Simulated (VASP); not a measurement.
Runs of VASP 6.6.1 on MgF2. The structure is that of space group P4_2/mnm (No. 136), or close to it. The cells are those of the table. 

```tsv
cell	gap on the mesh (eV)	pressure (GPa)	largest force (eV/Å)
a = 4.625, b = 4.625, c = 3.037 Å, 6 atoms	(a)	(c)	0.04
a = 4.625, b = 4.625, c = 3.083 Å, 6 atoms	7.01	(b)	0.01
a = 4.625, b = 4.625, c = 3.067 Å, 6 atoms	7.05	2.9	-
a = 4.625, b = 4.625, c = 3.052 Å, 6 atoms	7.10	3.5	0.02
a = 4.625, b = 4.625, c = 3.021 Å, 6 atoms	7.18	4.7	0.06
```

Alike in all rows: task single point; level PBE; potentials or basis VASP PAW PBE potentials, release 64 (Mg, F); no spin polarisation; k mesh 4 × 4 × 6; cutoff (eV) 600; smearing gaussian 0.02 eV.

Q: Estimate the missing entries.

A: (a) 7.14; (b) 2.3; (c) 4.1.

Caveats: the cell stands under pressure (at least some runs).

